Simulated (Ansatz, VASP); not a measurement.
## HgTe in VASP and in Ansatz

File INCAR:

```
  PREC = Accurate
  ENCUT = 520
  EDIFF = 1E-6
  ISMEAR = -1
  SIGMA = 0.02
  LREAL = F
  LASPH = T
  NELM = 100
  ALGO = Normal
  ISIF = 2
  LWAVE = F
  LCHARG = F
  GGA = PE
  NBANDS = 16
```

Contents of KPOINTS:

```
Automatic mesh
0
Gamma
  6 6 6
```

File POSCAR:

```
HgTe
1.0
   -0.1546850304      3.2660391740      3.2660391740
    3.2660391740     -0.1546850304      3.2660391740
    3.2660391740      3.2660391740     -0.1546850304
Hg Te
1 1
Direct
   -0.0042578237     -0.0042578237     -0.0042578237
    0.2542578237      0.2542578237      0.2542578237
```

Input for Ansatz:

```yaml
crystal:
  lattice:
    - [-0.1546850304, 3.266039174, 3.266039174]
    - [3.266039174, -0.1546850304, 3.266039174]
    - [3.266039174, 3.266039174, -0.1546850304]
  atoms:
    - { symbol: Hg, position: [-0.0042578237, -0.0042578237, -0.0042578237] }
    - { symbol: Te, position: [0.2542578237, 0.2542578237, 0.2542578237] }
kpoints:
  mp_grid: { grid: [6, 6, 6] }
  band_path:
    path:
      - [0.0, 0.0, 0.0]
      - [-0.5, -0.5, 0.0]
      - [-0.375, -0.375, 0.25]
      - [-0.375, 0.0, 0.375]
      - [0.0, 0.0, 0.5]
      - [-0.5, -0.25, 0.25]
      - [-0.041667, 0.0, 0.041667]
    npoints: 1
hamiltonian:
  xc: pbe
scf:
  occupations: { method: fermi_dirac, width: 0.02 }
  n_extra_bands: 4
output:
  forces: true
  stress: true
  eigenvalues: true
```

Change from the starting cell: epitaxial_111 strain +4.0%.

Alike in both runs: task single point; functional PBE; k mesh 6 × 6 × 6; occupations fermi-dirac, width 0.02 eV; no spin polarisation.

|  | VASP | Ansatz |
| --- | --- | --- |
| version | VASP 6.6.1 | Ansatz 0.2.0 |
| potentials or method | VASP PAW PBE potentials, release 64 (Hg, Te) | plane waves, PAW |
| plane-wave cutoff (eV) | 520 | 420 |
| valence electrons in the cell | 18 | 36 |

```csv
,VASP,Ansatz,Ansatz less VASP
pressure (GPa),-0.4,-0.4,-0.04
"traceless stress, the component that is largest in VASP (GPa)",0.85,0.85,-0.004
rms of the force components (eV/Å),0.010,0.009,-0.0011
```

Atom by atom the forces differ by 0.001 eV/Å (rms over components). With one functional, cell and mesh, what is left measures potentials, basis and numerics. VASP's potentials hold 18 valence electrons a cell and Ansatz's 36, so a difference there can come from the potentials and not from the codes.

Spin-orbit coupling is off throughout.
